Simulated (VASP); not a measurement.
Input of a VASP 6.6.1 run:

The input INCAR:

```
SYSTEM = LiHf3Si
ALGO = Normal ; EDIFF = 1E-6
ENCUT = 520 ; GGA = PE
ISIF = 2 ; ISMEAR = 0
LASPH = .True. ; LCHARG = .True.
LELF = .True. ; LREAL = .False.
LVHAR = .True. ; LWAVE = .False.
NBANDS = 26 ; NELM = 80
PREC = Accurate ; SIGMA = 0.1
```

The input KPOINTS:

```
k-points
0
Gamma
  8 8 8
  0 0 0
```

Contents of POSCAR:

```
LiHf3Si
1.0
    4.9517567667      0.0000000000      0.0000000000
    0.0000000000      4.9517567667      0.0000000000
    0.0000000000      0.0000000000      4.9517567667
Li Hf Si
1 3 1
Direct
    0.0000000000      0.0000000000      0.0000000000
    0.0000000000      0.5000000000      0.5000000000
    0.5000000000      0.0000000000      0.5000000000
    0.5000000000      0.5000000000      0.0000000000
    0.5000000000      0.5000000000      0.5000000000
```

Potentials or basis: VASP PAW PBE potentials, release 64 (Li_sv, Hf_pv, Si).

The run is started by

```sh
$ cat potpaw_PBE.64/Li_sv/POTCAR potpaw_PBE.64/Hf_pv/POTCAR potpaw_PBE.64/Si/POTCAR > POTCAR
$ mpirun -np 1 vasp_std > vasp.out
```

Estimate the band gap on the k mesh.

zero (an odd number of electrons rules out a gap without spin polarisation).

Caveat: spin-orbit coupling is left out, which moves the levels of the heavy elements.
